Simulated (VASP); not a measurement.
H3CCl2, 12 atoms in the cell. The structure is monoclinic, space group C2/m (No. 12). The conventional cell has a = 8.898 Å, b = 9.973 Å, c = 3.851 Å, α = 90.00°, β = 110.30°, γ = 90.00°. H (site symmetry 1) has 1 Cl at 1.30 Å within 1.7 Å. Within 1.5 Å of H (site symmetry m) lie 1 Cl at 1.13 Å. Within 1.7 Å of Cl (site symmetry 2) lie 2 H at 1.30 Å. Cl (site symmetry m) has 1 H at 1.13 Å within 1.5 Å. Within 3.1 Å of C (site symmetry 2) lie 4 Cl at 2.36 to 2.38 Å and 4 H at 2.94 to 2.98 Å and 1 C at 3.04 Å. 

```yaml
Program: VASP 6.6.1
Task: single point
Functional: r2SCAN
Potentials_or_basis: VASP PAW PBE potentials, release 64 (H, Cl, C)
Cutoff: 520 eV
k_mesh: 4 × 4 × 7
Occupations: fermi-dirac, width 0.1 eV
Spin: no spin polarisation
Dipole_correction: no
Further_INCAR_settings: ALGO = Normal; EDIFF = 1e-06; NBANDS = 33
```

Potentials or basis: VASP PAW PBE potentials, release 64 (H, Cl, C).

Run with:

```bash
$ cat potpaw_PBE.64/H/POTCAR potpaw_PBE.64/Cl/POTCAR potpaw_PBE.64/C/POTCAR > POTCAR
$ cp INCAR.step1 INCAR
$ mpirun -np 1 vasp_std > vasp.out
$ cp INCAR.step2 INCAR
$ mpirun -np 1 vasp_std > vasp.out
```

Hardware: 1 thread of Intel(R) Xeon(R) Platinum 8259CL CPU @ 2.50GHz (Skylake/Cascade Lake), with other jobs on the host.

**Question.** Estimate the wall time of this run.

**Answer.** It took 9.6 min on 1 thread of Intel(R) Xeon(R) Platinum 8259CL CPU @ 2.50GHz (Skylake/Cascade Lake), with other jobs on the host, peak memory 0.37 GiB. Counts: k points 37.
